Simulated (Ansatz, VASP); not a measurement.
**Hg: VASP beside Ansatz**

```
CELL_PARAMETERS angstrom
3.33750 0.00000 0.00000
-1.66875 2.89036 0.00000
0.00000 0.00000 11.77945
ATOMIC_POSITIONS crystal
Hg 0.00000 0.00000 0.00000
Hg 0.33333 0.66667 0.25000
Hg 0.00000 0.00000 0.50000
Hg 0.66667 0.33333 0.75000
```

Change from the starting cell: strain +0.1125 x Voigt [0, 0, 1, 0, 0, 0], atoms carried along.

Alike in both runs: task single point; functional PBE; dispersion D3(BJ); k mesh 18 × 18 × 6; occupations gaussian, width 0.15 eV; no spin polarisation.

```csv
,VASP,Ansatz
version,VASP 6.6.1,Ansatz 0.2.0
potentials or method,"VASP PAW PBE potentials, release 64 (Hg), cutoff 520 eV","scalar-relativistic, plane waves, PAW"
valence electrons in the cell,48,80
```

VASP gave:

```
gap on the k mesh at the Fermi level (eV)                     : none
pressure (GPa)                                                : -1.1
traceless stress, the component that is largest in VASP (GPa) : -0.90
```

Q: Which values does Ansatz return?

A: gap on the k mesh at the Fermi level (eV): none; pressure (GPa): -1.2; traceless stress, the component that is largest in VASP (GPa): -0.86.

A gap of «none» marks a metal or a gap that the smearing closes. VASP's potentials hold 48 valence electrons a cell and Ansatz's 80, so a difference there can come from the potentials and not from the codes.

Neither program's run includes spin-orbit coupling.
